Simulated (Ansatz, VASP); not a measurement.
**TaCuN2 in VASP and in Ansatz**

```
Ta Cu N
1.0
     1.58863    0.91720    5.88916
    -1.58863    0.91720    5.88916
     0.00000   -1.83440    5.88916
Ta Cu N
1 1 2
Direct
  0.50000 0.50000 0.50000
  0.00000 0.00000 0.00000
  0.11900 0.11900 0.11900
  0.88100 0.88100 0.88100
```

Change from the starting cell: volume scaled by 1.04.

Alike in both runs: task single point; functional PBEsol; k mesh 12 × 12 × 12; occupations fermi-dirac, width 0.05 eV; no spin polarisation.

|  | VASP | Ansatz |
| --- | --- | --- |
| version | VASP 6.6.1 | Ansatz 0.2.0 |
| potentials or method | VASP PAW PBE potentials, release 64 (Ta_pv, Cu, N), cutoff 520 eV | all-electron LAPW, scalar-relativistic |

VASP gave:

| Item | Value |
| --- | --- |
| pressure (GPa) | 8.6 |
| traceless stress, the component that is largest in VASP (GPa) | -11.84 |
| rms of the force components (eV/Å) | 2.311 |

Q: Which values does Ansatz return?

A: Pressure (GPa): 7.5; traceless stress, the component that is largest in VASP (GPa): -11.69; rms of the force components (eV/Å): 2.274.

VASP's potentials were made for PBE, not for PBEsol. Atom by atom the forces differ by 0.037 eV/Å (rms over components). Ansatz ran all-electron here, and VASP with PAW potentials.

Spin-orbit coupling is off throughout.
